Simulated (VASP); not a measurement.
Here is a VASP 6.6.1 calculation.

The input INCAR:

```
SYSTEM = Pd
PREC = Accurate
ENCUT = 520
EDIFF = 1E-7
ISMEAR = -1
SIGMA = 0.1
LREAL = .False.
LASPH = .True.
NELM = 100
ALGO = Normal
ISIF = 2
LWAVE = .False.
LCHARG = .False.
GGA = PS
NBANDS = 11
```

File KPOINTS:

```
regular mesh
0
Gamma
  16 16 16
  0 0 0
```

The input POSCAR:

```
Pd
1.0
   -1.5007156296      1.5007156296      1.5007156296
    1.5007156296     -1.5007156296      1.5007156296
    1.5007156296      1.5007156296     -1.5007156296
Pd
1
Direct
    0.0000000000      0.0000000000      0.0000000000
```

Potentials or basis: VASP PAW PBE potentials, release 64 (Pd).

Command:

```sh
$ cat potpaw_PBE.64/Pd/POTCAR > POTCAR
$ mpirun -np 1 vasp_std > vasp.out
```

(1) What does it give for the pressure?

(2) Estimate the band gap on the k mesh.

Answers

(1) 20.1 GPa.

(2) zero (band 5 reaches 11.91 eV, above the bottom of band 6 at 9.94 eV).

Caveat: the PAW data sets were made with another functional, which shifts forces and pressure a little.
